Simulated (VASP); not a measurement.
Crystal: Sn.

```
Sn
1.0
     0.00000    3.23334    3.23334
     3.23334    0.00000    3.23334
     3.23334    3.23334    0.00000
Sn
2
Direct
  0.75000 0.75000 0.75000
  0.50000 0.50000 0.50000
```

- Program: VASP 6.6.1
- Task: relaxation of cell and atoms
- Functional: PBEsol
- Potentials or basis: VASP PAW PBE potentials, release 64 (Sn_d)
- Cutoff: 600 eV
- k mesh: 7 × 7 × 7
- Occupations: fermi-dirac, width 0.05 eV
- Spin: no spin polarisation

At the start: pressure 1.5 GPa; volume 33.80 Å³/atom.

**Question.** How do energy, volume and symmetry change on relaxing?

**Answer.** Over 3 steps the energy falls by 5.3 meV/atom and the volume is 34.96 Å³/atom (+3.4 %); space group Fd-3m (No. 227, to 0.05 Å).

Step by step:
```
step  energy change (eV)  largest force (eV/Å)  pressure (GPa)  volume (Å³)
   1              0.0000                0.0000            1.52        67.61
   2             -0.0092                0.0000           -0.49        70.78
   3             -0.0105                0.0000           -0.01        69.91
```

Final structure:
```
Sn
1.0
     0.00000    3.26968    3.26968
     3.26968    0.00000    3.26968
     3.26968    3.26968    0.00000
Sn
2
Direct
  0.75000 0.75000 0.75000
  0.50000 0.50000 0.50000
```

Caveat: the PAW data sets were made with another functional, which shifts forces and pressure a little.
